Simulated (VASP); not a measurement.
# HfN (Fm-3m) in VASP: a series of runs, part 3 of 3

VASP 6.6.1.

### Step 4. Single point, PBE (12.11 Å³/atom)

This run uses another cell than the first one, of 12.11 Å³/atom.

The input, INCAR:

```
PREC = Accurate
ENCUT = 520
EDIFF = 1E-6
ISMEAR = 0
SIGMA = 0.1
LREAL = False
LASPH = True
NELM = 60
ALGO = Normal
ISIF = 2
LWAVE = False
LCHARG = True
GGA = PE
LELF = True
LVHAR = True
NBANDS = 14
```

The input, KPOINTS:

```
regular mesh
0
Gamma
  16 16 16
```

The input, POSCAR:

```
HfN
1.0
    0.0000000000      2.2964107300      2.2964107300
    2.2964107300      0.0000000000      2.2964107300
    2.2964107300      2.2964107300      0.0000000000
Hf N
1 1
Direct
    0.0000000000      0.0000000000      0.0000000000
    0.5000000000      0.5000000000      0.5000000000
```

Potentials or basis: VASP PAW PBE potentials, release 64 (Hf_pv, N).

Started as:

```console
> cat potpaw_PBE.64/Hf_pv/POTCAR potpaw_PBE.64/N/POTCAR > POTCAR
> mpirun -np 1 vasp_std > vasp.out
```

OUTCAR:

```text
PREC = Accurate
   ENCUT = 520
   EDIFF = 1E-6
   ISMEAR = 0
   LREAL = False
   LASPH = True
   NELM = 60
   ISIF = 2
   GGA = PE

 ion  position               nearest neighbor table
   1  0.000  0.000  0.000-   2 2.30   2 2.30   2 2.30   2 2.30   2 2.30   2 2.30
   2  0.500  0.500  0.500-   1 2.30   1 2.30   1 2.30   1 2.30   1 2.30   1 2.30

  LATTYP: Found a face centered cubic cell.
 ALAT       =     4.5928214600

  Lattice vectors:

 A1 = (   0.0000000000,   2.2964107300,   2.2964107300)
 A2 = (   2.2964107300,   0.0000000000,   2.2964107300)
 A3 = (   2.2964107300,   2.2964107300,   0.0000000000)

Analysis of symmetry for initial positions (statically):
=====================================================================
 Subroutine PRICEL returns:
 Original cell was already a primitive cell.

 Routine SETGRP: Setting up the symmetry group for a
 face centered cubic supercell.

 Subroutine GETGRP returns: Found 48 space group operations
 (whereof 48 operations were pure point group operations)
 out of a pool of 48 trial point group operations.

The static configuration has the point symmetry O_h .

Analysis of symmetry for dynamics (positions and initial velocities):
=====================================================================
 Subroutine PRICEL returns:
 Original cell was already a primitive cell.

 Routine SETGRP: Setting up the symmetry group for a
 face centered cubic supercell.

 Subroutine GETGRP returns: Found 48 space group operations
 (whereof 48 operations were pure point group operations)
 out of a pool of 48 trial point group operations.

The dynamic configuration has the point symmetry O_h .

 Subroutine INISYM returns: Found 48 space group operations
 (whereof 48 operations are pure point group operations),
 and found     1 'primitive' translations

----------------------------------------------------------------------------------------

                                     Primitive cell

  volume of cell :      24.2203

  direct lattice vectors                    reciprocal lattice vectors
[... 118 lines left out ...]
 non-spin polarized calculation
 Gauss-broadening in eV      SIGMA  =   0.10
  energy-cutoff  :      520.00
  volume of cell :       24.22
 maximum number of plane-waves:       666
   NGX = 13   NGY = 13   NGZ = 13

 number of electron      15.0000000 magnetization

 Free energy of the ion-electron system (eV)
  ---------------------------------------------------
  ext. energy  EPLUGINS =         0.00000000
  ---------------------------------------------------
  free energy    TOTEN  =       -21.73254769 eV

  energy without entropy =      -21.72953433  energy(sigma->0) =      -21.73104101

 E-fermi :   7.9483     XC(G=0): -12.4755

 val. band max:        7.9464543208   @ k =  -0.1250   0.0625   0.0000
 cond. band min:       7.9497584901   @ k =   0.3750   0.1250   0.0000
 fundamental gap:      0.0033041693
 Fermi energy:         7.9482550030

 k-point     1 :       0.0000    0.0000    0.0000
  band No.  band energies     occupation
      1     -23.3964      2.00000
      2     -23.3964      2.00000
      3     -23.3964      2.00000
      4      -9.2664      2.00000
      5       4.9839      2.00000
      6       4.9839      2.00000
      7       4.9839      2.00000
      8       7.6279      1.99999
      9       7.6279      1.99999
     10       7.6279      1.99999
     11       9.2900      0.00000
     12       9.7996      0.00000
     13       9.7996      0.00000
     14      17.3962      0.00000
[... 377 lines left out ...]
      1     -23.4748      2.00000
      2     -23.4165      2.00000
      3     -23.3983      2.00000
      4      -9.0552      2.00000
      5       3.9922      2.00000
      6       4.3678      2.00000
      7       4.6556      2.00000
      8       7.7792      1.98318
      9       7.7927      1.97217
     10       8.1949      0.00049
     11       9.7092      0.00000
     12      10.5001      0.00000
     13      10.7642      0.00000
     14      18.1429      0.00000

 [... further k-points ...]

------------------------ aborting loop because EDIFF is reached ----------------------------------------

  FORCE on cell =-STRESS in cart. coord.  units (eV):
  Direction    XX          YY          ZZ          XY          YZ          ZX
  --------------------------------------------------------------------------------------
  -------------------------------------------------------------------------------------
  Total       -1.4442213     -1.4442213     -1.4442213      0.0000000      0.0000000     -0.0000000
  in kB      -95.5356852    -95.5356852    -95.5356852      0.0000000      0.0000000     -0.0000000
  external PRESSURE =     -95.5356852 kB  Pullay stress =       0.0000000 kB

 VOLUME and BASIS-vectors are now :
 -----------------------------------------------------------------------------
  energy-cutoff  :      520.00
  volume of cell :       24.22
      direct lattice vectors                 reciprocal lattice vectors
     0.000000000  2.296410730  2.296410730    -0.217731085  0.217731085  0.217731085
     2.296410730  0.000000000  2.296410730     0.217731085 -0.217731085  0.217731085
     2.296410730  2.296410730  0.000000000     0.217731085  0.217731085 -0.217731085

 POSITION                                       TOTAL-FORCE (eV/Angst)
 -----------------------------------------------------------------------------------
      0.00000      0.00000      0.00000         0.000000      0.000000      0.000000
      2.29641      2.29641      2.29641         0.000000      0.000000      0.000000
 -----------------------------------------------------------------------------------
    total drift:                                0.000000     -0.000000     -0.000000

  FREE ENERGIE OF THE ION-ELECTRON SYSTEM (eV)
  ---------------------------------------------------
  free  energy   TOTEN  =       -21.7325476885 eV

  energy  without entropy=      -21.7295343296  energy(sigma->0) =      -21.73104101
```

Wall time 41 s (1 thread of Intel Xeon 8259CL, shared host); peak memory 0.18 GiB.

Results:

* Free energy: -21.7325 eV
* Pressure: -9.6 GPa
* Band gap on the k mesh: zero (an odd number of electrons rules out a gap without spin polarisation)

Levels at points of the mesh, in eV from the Fermi level:
| k point | band 4 | band 5 | band 6 | band 7 | band 8 | band 9 | band 10 | band 11 | band 12 | band 13 |
| --- | --- | --- | --- | --- | --- | --- | --- | --- | --- | --- |
| (0.00, 0.00, 0.00) | -17.21 | -2.96 | -2.96 | -2.96 | -0.32 | -0.32 | -0.32 | 1.34 | 1.85 | 1.85 |
| (0.50, 0.00, 0.00) | -14.76 | -8.60 | -5.94 | -5.94 | 3.06 | 3.46 | 3.46 | 4.17 | 8.26 | 8.26 |
| (0.50, 0.50, 0.00) | -16.14 | -5.40 | -3.66 | -3.66 | -3.59 | 3.84 | 5.03 | 5.15 | 5.15 | 7.38 |

Caveat: the cell stands under tension; spin-orbit coupling is left out, which moves the levels of the heavy elements.

### Step 5. Single point, PBE (12.46 Å³/atom)

This run uses another cell than the first one, of 12.46 Å³/atom.

The input, INCAR:

```
SYSTEM = HfN
ALGO = Normal ; EDIFF = 1E-6
ENCUT = 520 ; GGA = PE
ISIF = 2 ; ISMEAR = 0
LASPH = .True. ; LCHARG = .False.
LREAL = .False. ; LWAVE = .False.
NBANDS = 14 ; NELM = 100
PREC = Accurate ; SIGMA = 0.1
```

The input, KPOINTS:

```
k-points
0
Gamma
  16 16 16
  0 0 0
```

The input, POSCAR:

```
HfN
1.0
    0.0000000000      2.3184929570      2.3184929570
    2.3184929570      0.0000000000      2.3184929570
    2.3184929570      2.3184929570      0.0000000000
Hf N
1 1
Direct
    0.0000000000      0.0000000000      0.0000000000
    0.5000000000      0.5000000000      0.5000000000
```

Started as:

```console
> cat potpaw_PBE.64/Hf_pv/POTCAR potpaw_PBE.64/N/POTCAR > POTCAR
> mpirun -np 1 vasp_std > vasp.out
```

Wall time 38 s (1 thread of Intel Xeon 8259CL, shared host); peak memory 0.18 GiB.

It converged, with:

| Quantity | Value |
| --- | --- |
| Free energy | -21.6771 eV |
| Pressure | -15.7 GPa |
| Band gap on the k mesh | zero (an odd number of electrons rules out a gap without spin polarisation) |

Levels at points of the mesh, in eV from the Fermi level:
```csv
k point,band 5,band 6,band 7,band 8,band 9,band 10,band 11,band 12
"(0.00, 0.00, 0.00)",-2.92,-2.92,-2.92,-0.31,-0.31,-0.31,1.09,1.79
"(0.50, 0.00, 0.00)",-8.43,-5.79,-5.79,2.94,3.32,3.32,4.03,7.94
"(0.50, 0.50, 0.00)",-5.38,-3.63,-3.63,-3.47,3.69,4.72,4.94,4.94
```

Caveat: the cell stands under tension; spin-orbit coupling is left out, which moves the levels of the heavy elements.

### Step 6. The runs side by side

| cell | gap on the mesh (eV) | pressure (GPa) |
| --- | --- | --- |
| a = 3.150 Å, angles 60.0°, 2 atoms | none | 16.1 |
| a = 3.183 Å, angles 60.0°, 2 atoms | none | 6.1 |
| a = 3.248 Å, angles 60.0°, 2 atoms | none | -9.6 |
| a = 3.279 Å, angles 60.0°, 2 atoms | none | -15.7 |

Alike in all rows: task single point; level PBE; potentials or basis VASP PAW PBE potentials, release 64 (Hf_pv, N); no spin polarisation; k mesh 16 × 16 × 16; cutoff (eV) 520; smearing gaussian 0.1 eV.

Caveats: spin-orbit coupling is left out, which moves the levels of the heavy elements; the cell stands under pressure (at least some runs); the cell stands under tension (at least some runs).

Total energies depend on the potentials used, so only differences within one code and one set of settings carry meaning.
